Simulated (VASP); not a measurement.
Wanted: the native input for a VASP 6.6.1 run.

| Item | Value |
| --- | --- |
| Task | single point |
| Functional | PBE |
| Potentials or basis | VASP PAW PBE potentials, release 64 (Al, Ni) |
| Cutoff | 520 eV |
| k mesh | 20 × 20 × 20 |
| Occupations | gaussian, width 0.15 eV |
| Spin | no spin polarisation |
| Dipole correction | no |
| Further INCAR settings | ALGO = Normal; EDIFF = 1e-06; NBANDS = 14 |

The structure of AlNi lies in POSCAR:

```
AlNi
1.0
    2.8207564398      0.0000000000      0.0000000000
    0.0000000000      2.8207564398      0.0000000000
    0.0000000000      0.0000000000      2.8207564398
Al Ni
1 1
Direct
    0.0000000000      0.0000000000      0.0000000000
    0.5000000000      0.5000000000      0.5000000000
```

This cell differs from its parent crystal: strain -0.025 along x and y, -0.025 along z.

These files were run (other wordings do the same):

INCAR

```
SYSTEM = AlNi
  ALGO = Normal
  EDIFF = 1E-6
  ENCUT = 520
  GGA = PE
  ISIF = 2
  ISMEAR = 0
  LASPH = .True.
  LCHARG = .False.
  LREAL = .False.
  LWAVE = .False.
  NBANDS = 14
  NELM = 80
  PREC = Accurate
  SIGMA = 0.15
```

KPOINTS

```
k-points
0
Gamma
  20 20 20
  0 0 0
```

Potentials or basis: VASP PAW PBE potentials, release 64 (Al, Ni).

The run is started by

```console
$ cat potpaw_PBE.64/Al/POTCAR potpaw_PBE.64/Ni/POTCAR > POTCAR
$ mpirun -np 1 vasp_std > vasp.out
```

Results of the run:

The pressure is 14.3 GPa and the band gap on the k mesh is zero (an odd number of electrons rules out a gap without spin polarisation).

Caveat: the cell differs from its parent crystal (strain -0.025 along x and y, -0.025 along z); the cell stands under pressure.

It took 2.7 min on 1 thread of Intel Xeon 8259CL (shared host), peak memory 0.21 GiB.
